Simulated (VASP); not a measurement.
The system is La.

```
CELL_PARAMETERS angstrom
3.75000 0.00000 0.00000
-1.87500 3.24760 0.00000
0.00000 0.00000 6.07000
ATOMIC_POSITIONS crystal
La 0.66667 0.33333 0.75000
La 0.33333 0.66667 0.25000
```

```yaml
Program: VASP 6.6.1
Task: relaxation of cell and atoms
Functional: PBEsol
Dispersion: D3(BJ)
Potentials_or_basis: VASP PAW PBE potentials, release 64 (La)
Cutoff: 600 eV
k_mesh: 8 × 8 × 5
Occupations: fermi-dirac, width 0.05 eV
Spin: no spin polarisation
```

At the start: pressure -3.7 GPa; volume 36.96 Å³/atom.

Task: Where does the relaxation end?

Result: Over 8 steps the energy falls by 73.9 meV/atom and the volume is 31.02 Å³/atom (-16.1 %); space group P6_3/mmc (No. 194, to 0.05 Å).

Step by step:
| step | energy change (eV) | largest force (eV/Å) | pressure (GPa) | volume (Å³) |
| --- | --- | --- | --- | --- |
| 1 | 0.0000 | 0.0000 | -3.67 | 73.92 |
| 2 | -0.1338 | 0.0000 | -1.18 | 65.23 |
| 3 | -0.1449 | 0.0000 | 0.04 | 62.10 |
| 4 | -0.1449 | 0.0000 | -0.06 | 62.32 |
| 5 | -0.1466 | 0.0000 | -0.20 | 62.22 |
| 6 | -0.1471 | 0.0000 | 0.02 | 61.89 |
| 7 | -0.1477 | 0.0000 | 0.03 | 62.05 |
| 8 | -0.1477 | 0.0000 | 0.03 | 62.04 |

Final structure:
```
La
1.0
     3.51614    0.00000    0.00000
    -1.75807    3.04507    0.00000
     0.00000    0.00000    5.79467
La
2
Direct
  0.66667 0.33333 0.75000
  0.33333 0.66667 0.25000
```

Caveat: the volume moved by over 15 % at a fixed basis, so the end points are rough; the PAW data sets were made with another functional, which shifts forces and pressure a little; the volume moved by -16 % from the deposited cell, more than functionals usually miss; pairwise dispersion overbinds metals, which lowers pressure and volume.
